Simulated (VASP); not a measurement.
Runs of VASP 6.6.1 on SnO3. The structure is that of space group Pm-3m (No. 221), or close to it. The cells are those of the table. 

```tsv
task	cell	k mesh	cutoff (eV)	gap on the mesh (eV)	pressure (GPa)
single point	a = 3.427 Å, 4 atoms	14 × 14 × 14	520	none	0.1
single point	a = 3.428 Å, 4 atoms	4 × 4 × 4	520	none	0.1
relaxation of cell and atoms	relaxed from a = 3.428 Å, 4 atoms	6 × 6 × 6	600	none	0.1
relaxation of cell and atoms	relaxed from a = 3.984 Å, 4 atoms	4 × 4 × 4	600	none	-0.6
relaxation of cell and atoms	relaxed from a = 3.428 Å, 4 atoms	14 × 14 × 14	600	none	-0.1
single point	a = 3.428 Å, 4 atoms	6 × 6 × 6	520	none	0.2
single point	a = 3.984 Å, 4 atoms	4 × 4 × 4	520	none	(a)
```

Alike in all rows: level PBE; potentials or basis VASP PAW PBE potentials, release 64 (Sn_d, O); no spin polarisation; smearing gaussian 0.1 eV.

Problem. Estimate the missing entries.

Solution. (a) -21.1.

Caveats: some runs use coarse meshes; spin-orbit coupling is left out, which moves the levels of the heavy elements; the relaxation stopped at its first step, so nothing moved (some runs).

A k mesh can miss the band edges, and the runs leave out spin-orbit coupling on Sn.

A gap of «none» marks levels without a gap at the run's occupations.
